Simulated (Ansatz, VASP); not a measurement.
## Two plane-wave programs on ScFeC6N6

```
Sc Fe C N
1.0
     0.00000    5.25821    5.25821
     5.25821    0.00000    5.25821
     5.25821    5.25821    0.00000
Sc Fe C N
1 1 6 6
Direct
  0.50000 0.50000 0.50000
  0.00000 0.00000 0.00000
  0.81957 0.18043 0.18043
  0.18043 0.81957 0.18043
  0.18043 0.18043 0.81957
  0.18043 0.81957 0.81957
  0.81957 0.18043 0.81957
  0.81957 0.81957 0.18043
  0.70837 0.29163 0.29163
  0.29163 0.70837 0.29163
  0.29163 0.29163 0.70837
  0.29163 0.70837 0.70837
  0.70837 0.29163 0.70837
  0.70837 0.70837 0.29163
```

Alike in both runs: functional PBE; k mesh 4 × 4 × 4; occupations gaussian, width 0.1 eV; collinear spin.

Ansatz relaxed the structure, and its values are those at the end. VASP's run is a single point on that final structure, the one shown.

|  | VASP | Ansatz |
| --- | --- | --- |
| version | VASP 6.6.1 | Ansatz 0.2.0 |
| potentials or method | VASP PAW PBE potentials, release 64 (Sc_sv, Fe, C, N), cutoff 600 eV | scalar-relativistic, plane waves, PAW |
| valence electrons in the cell | 73 | 81 |

|  | VASP | Ansatz | Ansatz less VASP |
| --- | --- | --- | --- |
| gap on the k mesh at the Fermi level (eV) | none | none | - |
| pressure (GPa) | 0.5 | 0.1 | -0.41 |
| rms of the force components (eV/Å) | 0.181 | 0.002 | -0.1796 |
| net moment per atom (μB) | 0.07 | 0.07 | 0.000 |
| size of the moment on the site where the two differ most (μB) | 0.90 | 0.81 | -0.094 |

Site moments also hang on the region over which each program counts them. A gap of «none» marks a metal or a gap that the smearing closes. One of these differences is far larger than is usual between the two programs; its cause wasn't traced. The functional is the same, so the differences come from potentials, cutoffs and numerics. VASP's potentials hold 73 valence electrons a cell and Ansatz's 81, so a difference there can come from the potentials and not from the codes.

Noted on VASP's run: the standard files for N, O and F lose accuracy on very short bonds.
